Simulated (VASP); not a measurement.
Cr:

```xyz
2
Lattice="2.9186 0.0000 0.0000 0.0000 2.9186 0.0000 0.0000 0.0000 2.9186" Properties=species:S:1:pos:R:3 pbc="T T T"
Cr    0.0000    0.0000    0.0000
Cr    1.4593    1.4593    1.4593
```

Base run:

* Program: VASP 6.6.1
* Functional: PBE
* Potentials or basis: VASP PAW PBE potentials, release 64 (Cr_pv)
* Cutoff: 520 eV
* k mesh: 11 × 11 × 11
* Occupations: fermi-dirac, width 0.05 eV
* Spin: collinear spin, antiferromagnetic start
* Starting moments: [-3.0, 3.0] μB

Its results: band gap on the k mesh zero (filled and empty bands overlap); pressure -8.3 GPa.

Q: The run is repeated on the same cell with these changes: spin from collinear spin, antiferromagnetic start to no spin polarisation; further incar settings from ALGO = Normal; EDIFF = 1e-06; NBANDS = 23 to ALGO = Normal; EDIFF = 1e-06; NBANDS = 19. What comes out?

A: Band gap on the k mesh zero (bands 12 and 13 overlap by 0.89 eV); pressure -16.6 GPa.

Caveats: the cell stands under tension; an empty level that is flat over the whole mesh can mark a ghost state of the potentials, or a narrow d or f band (at least some runs).
